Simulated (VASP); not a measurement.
Here is a VASP 6.6.1 calculation.

The input INCAR:

```
SYSTEM = Au
PREC = Accurate
ENCUT = 520
EDIFF = 1E-6
ISMEAR = 0
SIGMA = 0.1
LREAL = .False.
LASPH = .True.
NELM = 60
ALGO = Fast
ISIF = 2
LWAVE = .False.
LCHARG = .True.
GGA = PS
LELF = .True.
LVHAR = .True.
NBANDS = 30
```

The input KPOINTS:

```
regular mesh
0
Gamma
  18 18 6
  0 0 0
```

POSCAR

```
Au
1.0
    2.8773917430      0.0000000000      0.0000000000
   -1.4386958715      2.4918943460      0.0000000000
    0.0000000000      0.0000000000      9.4971815298
Au
4
Direct
    0.0000000000      0.0000000000      0.0000000000
    0.0000000000      0.0000000000      0.5000000000
    0.3333333333      0.6666666667      0.7500000000
    0.6666666667      0.3333333333      0.2500000000
```

Potentials or basis: VASP PAW PBE potentials, release 64 (Au).

Run with:

```sh
$ cat potpaw_PBE.64/Au/POTCAR > POTCAR
$ mpirun -np 1 vasp_std > vasp.out
```

(1) Estimate the pressure.

(2) What does it give for the band gap on the k mesh?

Results:

(1) -0.3 GPa.

(2) zero (bands 22 and 23 overlap by 5.18 eV).

Caveat: the PAW data sets were made with another functional, which shifts forces and pressure a little; spin-orbit coupling is left out, which moves the levels of the heavy elements.
